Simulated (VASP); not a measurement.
Wanted: the native input for a VASP 6.6.1 run.

```yaml
Task: relaxation of cell and atoms
Functional: LDA
Potentials_or_basis: VASP PAW LDA potentials, release 64 (Sb)
Cutoff: 600 eV
k_mesh: 6 × 6 × 6
Occupations: fermi-dirac, width 0.1 eV
Spin: no spin polarisation
Dipole_correction: no
Further_INCAR_settings: ALGO = Normal; EDIFF = 1e-06; IBRION = 2; EDIFFG = -0.02; NSW = 80; ISIF = 3
```

The structure of Sb lies in POSCAR:

```
Sb
1.0
    2.1542000000      1.2437280000      3.7580000000
   -2.1542000000      1.2437280000      3.7580000000
    0.0000000000     -2.4874560000      3.7580000000
Sb
2
Direct
    0.2334900000      0.2334900000      0.2334900000
    0.7665100000      0.7665100000      0.7665100000
```

These files were run (other wordings do the same):

INCAR

```
PREC = Accurate ; ENCUT = 600
EDIFF = 1E-6 ; ISMEAR = -1
SIGMA = 0.1 ; LREAL = False
LASPH = True ; NELM = 80
ALGO = Normal ; ISIF = 3
LWAVE = False ; LCHARG = False
IBRION = 2 ; NSW = 80
EDIFFG = -0.02
```

KPOINTS

```
Automatic mesh
0
Gamma
  6 6 6
```

Potentials or basis: VASP PAW LDA potentials, release 64 (Sb).

The run is started by

```console
$ cat potpaw_LDA.64/Sb/POTCAR > POTCAR
$ mpirun -np 1 vasp_std > vasp.out
```

It gave:

| Item | Value |
| --- | --- |
| Relaxed volume | 29.52 Å³/atom |
| Relaxed cell | a = 4.454 Å, b = 4.454 Å, c = 4.454 Å, α = 57.61°, β = 57.61°, γ = 57.61° |
| Space group after relaxing (to 0.05 Å) | R-3m (No. 166) |
| Energy gained by relaxing | 2.1 meV/atom |
| Ionic steps | 5 |
| Pressure after relaxing | 0.0 GPa |
| Band gap on the k mesh | zero (band 5 reaches 7.49 eV, above the bottom of band 6 at 7.20 eV) |

Caveat: spin-orbit coupling is left out, which moves the levels of the heavy elements.

Wall time 19 s on 1 thread of Intel(R) Xeon(R) 6975P-C (Granite Rapids), with other jobs on the host, peak memory 0.17 GiB.
